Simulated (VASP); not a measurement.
# SnSe: single point with LDA

The system is SnSe.

```
Sn Se
1.0
    11.81196    0.00000    0.00000
     0.00000    4.20798    0.00000
     0.00000    0.00000    4.55862
Sn Se
4 4
Direct
  0.62098 0.71703 0.36428
  0.87974 0.22421 0.86942
  0.37902 0.28297 0.63572
  0.12026 0.77579 0.13058
  0.14400 0.28948 0.54134
  0.64426 0.20393 0.95203
  0.35574 0.79607 0.04797
  0.85600 0.71052 0.45866
```

```yaml
Program: VASP 6.6.1
Task: single point
Functional: LDA
Potentials_or_basis: VASP PAW LDA potentials, release 64 (Sn_d, Se)
Cutoff: 500 eV
k_mesh: 1 × 2 × 2, shifted
Occupations: fermi-dirac, width 0.01 eV
Spin: no spin polarisation
```

| Quantity | Value |
| --- | --- |
| Pressure | -4.1 GPa |
| Largest force | 0.242 eV/Å |
| Band gap on the k mesh | 1.27 eV (least direct gap 1.46 eV) |

Forces in eV/Å, atoms in the order of the input:
```
Sn   0.165 -0.056 -0.089
Sn  -0.180 -0.073 -0.102
Sn  -0.165  0.056  0.089
Sn   0.180  0.073  0.102
Se   0.123 -0.091 -0.058
Se   0.146  0.142  0.130
Se  -0.146 -0.142 -0.130
Se  -0.123  0.091  0.058
```

Stress tensor (GPa, compression positive):
```
-4.36 -0.12 -0.10
-0.12 -4.09 -0.60
-0.10 -0.60 -3.83
```

Levels at points of the mesh, in eV from the valence-band top:
```
           k point  band 36  band 37  band 38  band 39  band 40  band 41  band 42  band 43  band 44  band 45
(0.25, 0.12, 0.12)    -1.58    -0.92    -0.59    -0.42    -0.26     1.75     2.19     2.53     2.93     3.21
```

Run time: 6.2 min on 1 thread of Intel Xeon 8259CL, with other jobs on the host, peak memory 0.32 GiB.

Caveat: the cell stands under tension; spin-orbit coupling is left out, which moves the levels of the heavy elements; a shifted mesh leaves out Γ, where band edges can lie. A k mesh can miss the band edges.
